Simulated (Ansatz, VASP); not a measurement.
**One calculation of Sr2Si4Bi, two programs**

```
Sr Si Bi
1.0
     4.20952    0.00000    0.00000
     0.00000    4.20952    0.00000
     0.00000    0.00000   10.92169
Sr Si Bi
2 4 1
Direct
  0.00000 0.00000 0.77381
  0.00000 0.00000 0.22619
  0.50000 0.50000 0.89928
  0.50000 0.50000 0.64833
  0.50000 0.50000 0.35167
  0.50000 0.50000 0.10072
  0.00000 0.00000 0.00000
```

Alike in both runs: task relaxation of cell and atoms; functional PBE; dispersion D3(BJ); k mesh 4 × 4 × 2; occupations gaussian, width 0.1 eV; no spin polarisation.

```csv
,VASP,Ansatz
version,VASP 6.6.1,Ansatz 0.2.0
potentials or method,"VASP PAW PBE potentials, release 64 (Sr_sv, Si, Bi_d), cutoff 600 eV","scalar-relativistic, plane waves, PAW"
valence electrons in the cell,51,51
```

|  | VASP | Ansatz | Ansatz less VASP |
| --- | --- | --- | --- |
| gap on the k mesh at the Fermi level, each at its own relaxed structure (eV) | none | none | - |
| relaxed volume (Å³/atom) | 26.93 | 26.79 | -0.132 |
| relaxed cell length with the largest relative difference (Å) | 10.135 | 10.081 | -0.0535 |

A gap of «none» marks a metal or a gap that the smearing closes.

The k mesh is coarse, so the values compare programs but aren't converged. Neither program's run includes spin-orbit coupling.
